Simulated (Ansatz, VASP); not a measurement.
**Two plane-wave programs on Ta3Cu**

INCAR

```
SYSTEM = Ta3Cu
PREC = Accurate
ENCUT = 520
EDIFF = 1E-7
ISMEAR = -1
SIGMA = 0.05
LREAL = .False.
LASPH = .True.
NELM = 60
ALGO = Fast
ISIF = 2
LWAVE = .False.
LCHARG = .False.
GGA = PS
NBANDS = 30
```

File KPOINTS:

```
regular mesh
0
Gamma
  9 9 9
  0 0 0
```

POSCAR

```
Ta3Cu
1.0
   -2.0458602655      2.0458602655      4.2907040909
    2.0458602655     -2.0458602655      4.2907040909
    2.0458602655      2.0458602655     -4.2907040909
Ta Cu
3 1
Direct
    0.5000000000      0.5000000000      0.0000000000
    0.2500000000      0.7500000000      0.5000000000
    0.7500000000      0.2500000000      0.5000000000
    0.0000000000      0.0000000000      0.0000000000
```

The input input.yaml:

```yaml
crystal:
  lattice:
    - [-2.0458602655, 2.0458602655, 4.2907040909]
    - [2.0458602655, -2.0458602655, 4.2907040909]
    - [2.0458602655, 2.0458602655, -4.2907040909]
  atoms:
    - { symbol: Ta, position: [0.5, 0.5, 0.0] }
    - { symbol: Ta, position: [0.25, 0.75, 0.5] }
    - { symbol: Ta, position: [0.75, 0.25, 0.5] }
    - { symbol: Cu, position: [0.0, 0.0, 0.0] }
hamiltonian:
  xc: pbesol
  pseudopotentials: { kind: paw }
kpoints:
  mp_grid: { grid: [9, 9, 9] }
scf:
  occupations: { method: fermi_dirac, width: 0.05 }
output:
  forces: true
  stress: true
  eigenvalues: true
```

Alike in both runs: task single point; functional PBEsol; k mesh 9 × 9 × 9; occupations fermi-dirac, width 0.05 eV; no spin polarisation.

|  | VASP | Ansatz |
| --- | --- | --- |
| version | VASP 6.6.1 | Ansatz 0.2.0 |
| potentials or method | VASP PAW PBE potentials, release 64 (Ta_pv, Cu) | Ansatz PAW |
| plane-wave cutoff (eV) | 520 | 420 |
| valence electrons in the cell | 44 | 58 |

VASP gave:

* gap on the k mesh at the Fermi level (eV): none
* pressure (GPa): -14.9
* traceless stress, the component that is largest in VASP (GPa): -0.13

**Question.** Which values does Ansatz return?

**Answer.** gap on the k mesh at the Fermi level (eV): none; pressure (GPa): -15.1; traceless stress, the component that is largest in VASP (GPa): -0.04.

VASP's potentials were made for PBE, not for PBEsol. A gap of «none» marks a metal or a gap that the smearing closes. VASP's potentials hold 44 valence electrons a cell and Ansatz's 58, so a difference there can come from the potentials and not from the codes.

Spin-orbit coupling is off throughout.
